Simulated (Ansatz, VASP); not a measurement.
## SiO2: VASP beside Ansatz

```
CELL_PARAMETERS angstrom
4.23628 0.00000 0.00000
0.00000 4.23628 0.00000
0.00000 0.00000 2.69043
ATOMIC_POSITIONS crystal
Si 0.00000 0.00000 0.00000
Si 0.50000 0.50000 0.50000
O 0.30699 0.30699 0.00000
O 0.69301 0.69301 0.00000
O 0.80699 0.19301 0.50000
O 0.19301 0.80699 0.50000
```

Alike in both runs: task single point; functional PBE; k mesh 7 × 7 × 10; occupations fermi-dirac, width 0.1 eV; no spin polarisation.

|  | VASP | Ansatz |
| --- | --- | --- |
| version | VASP 6.6.1 | Ansatz 0.2.0 |
| potentials or method | VASP PAW PBE potentials, release 64 (Si, O), cutoff 520 eV | all-electron LAPW, scalar-relativistic |

```csv
,VASP,Ansatz,Ansatz less VASP
gap on the k mesh at the Fermi level (eV),5.02,5.05,+0.028
pressure (GPa),0.1,0.0,-0.15
"traceless stress, the component that is largest in VASP (GPa)",0.43,0.01,-0.424
rms of the force components (eV/Å),0.009,0.001,-0.0081
```

Atom by atom the forces differ by 0.009 eV/Å (rms over components). Ansatz ran all-electron here, and VASP with PAW potentials.
